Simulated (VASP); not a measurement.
A run of VASP 6.6.1 is set up as follows.

Contents of INCAR:

```
SYSTEM = KMgF3
PREC     = Accurate       ! precision mode
ENCUT    = 520            ! plane-wave cutoff, eV
EDIFF    = 1E-7           ! SCF threshold, eV
ISMEAR   = 0              ! smearing method
SIGMA    = 0.01           ! smearing width, eV
LREAL    = .FALSE.        ! projectors in reciprocal space
LASPH    = .TRUE.         ! aspherical terms in the spheres
NELM     = 100            ! most SCF steps
ALGO     = Normal         ! electronic algorithm
ISIF     = 2              ! what is computed and relaxed
LWAVE    = .FALSE.        ! write WAVECAR
LCHARG   = .FALSE.        ! write CHGCAR
GGA      = PE             ! functional
IVDW     = 13             ! dispersion correction
NBANDS   = 24             ! bands
```

File KPOINTS:

```
regular mesh
0
G
  6 6 6
  0 0 0
```

POSCAR

```
KMgF3
1.0
    4.0336868018      0.0000000000      0.0000000000
    0.0000000000      4.0336868018      0.0000000000
    0.0000000000      0.0000000000      4.0336868018
K Mg F
1 1 3
Direct
    0.5000000000      0.5000000000      0.5000000000
    0.0000000000      0.0000000000      0.0000000000
    0.5000000000      0.0000000000      0.0000000000
    0.0000000000      0.5000000000      0.0000000000
    0.0000000000      0.0000000000      0.5000000000
```

Potentials or basis: VASP PAW PBE potentials, release 64 (K_sv, Mg, F).

Run with:

```console
$ cat potpaw_PBE.64/K_sv/POTCAR potpaw_PBE.64/Mg/POTCAR potpaw_PBE.64/F/POTCAR > POTCAR
$ mpirun -np 1 vasp_std > vasp.out
```

Predict the band gap on the k mesh.

7.04 eV, indirect (least direct gap 7.36 eV).

Predict the pressure.

-0.4 GPa.

What does it give for the dispersion energy per atom?

-0.085 eV.

A k mesh can miss the band edges. As with any semilocal functional, this PBE gap is likely too small.
